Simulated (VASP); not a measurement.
A run of VASP 6.6.1 is set up as follows.

File INCAR:

```
PREC = Accurate
ENCUT = 600
EDIFF = 1E-7
ISMEAR = -1
SIGMA = 0.08
LREAL = False
LASPH = True
NELM = 80
ALGO = Normal
ISIF = 3
LWAVE = False
LCHARG = False
GGA = PE
IBRION = 2
NSW = 60
EDIFFG = -0.005
PSTRESS = 2300.0
```

The input KPOINTS:

```
regular mesh
0
Gamma
  15 15 15
```

Contents of POSCAR:

```
Al
1.0
    0.0000000000      2.0563404724      2.0563404724
    2.0563404724      0.0000000000      2.0563404724
    2.0563404724      2.0563404724      0.0000000000
Al
2
Direct
   -0.1250000000     -0.1250000000     -0.1250000000
    0.1250000000      0.1250000000      0.1250000000
```

Potentials or basis: VASP PAW PBE potentials, release 64 (Al).

The run is started by

```bash
$ cat potpaw_PBE.64/Al/POTCAR > POTCAR
$ mpirun -np 1 vasp_std > vasp.out
```

Task: What does it give for the band gap on the k mesh?

Result: Zero (bands 3 and 4 overlap by 8.59 eV).

Task: What does it give for the relaxed volume?

Result: 10.30 Å³/atom.

Task: Predict the relaxed cell.

Result: a = 3.077 Å, b = 3.077 Å, c = 3.077 Å, α = 60.00°, β = 60.00°, γ = 60.00°.

Final structure:
```xyz
2
Lattice="0.0000 2.1756 2.1756 2.1756 0.0000 2.1756 2.1756 2.1756 0.0000" Properties=species:S:1:pos:R:3 pbc="T T T"
Al    3.8073    3.8073    3.8073
Al    0.5439    0.5439    0.5439
```

Caveat: the cell is relaxed towards a set pressure, so the run minimises the enthalpy, not the energy; the volume moved by over 15 % at a fixed basis, so the end points are rough.
